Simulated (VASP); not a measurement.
Runs of VASP 6.6.1 on Be. The structure is that of space group P6/mmm (No. 191), or close to it. The cells are those of the table. 

```tsv
task	cell	cutoff (eV)	gap on the mesh (eV)	pressure (GPa)
single point	a = 1.780, b = 1.780, c = 1.743 Å, angles 90.0, 90.0, 120.0°, 1 atom	520	none	(a)
relaxation of cell and atoms	relaxed to 160 GPa from a = 1.777, b = 1.777, c = 1.671 Å, angles 90.0, 90.0, 120.0°, 1 atom	600	none	159.9
relaxation of cell and atoms	relaxed to 160 GPa from a = 1.780, b = 1.780, c = 1.744 Å, angles 90.0, 90.0, 120.0°, 1 atom	600	none	160.0
single point	a = 1.780, b = 1.780, c = 1.744 Å, angles 90.0, 90.0, 120.0°, 1 atom	520	none	161.6
```

Alike in all rows: level LDA; potentials or basis VASP PAW LDA potentials, release 64 (Be); no spin polarisation; k mesh 24 × 24 × 22; smearing fermi-dirac 0.05 eV.

Estimate the missing entries.

(a) 161.9.

Caveats: the cell is relaxed towards a set pressure, so the enthalpy falls and the energy may rise (some runs).

A gap of «none» marks levels without a gap at the run's occupations.
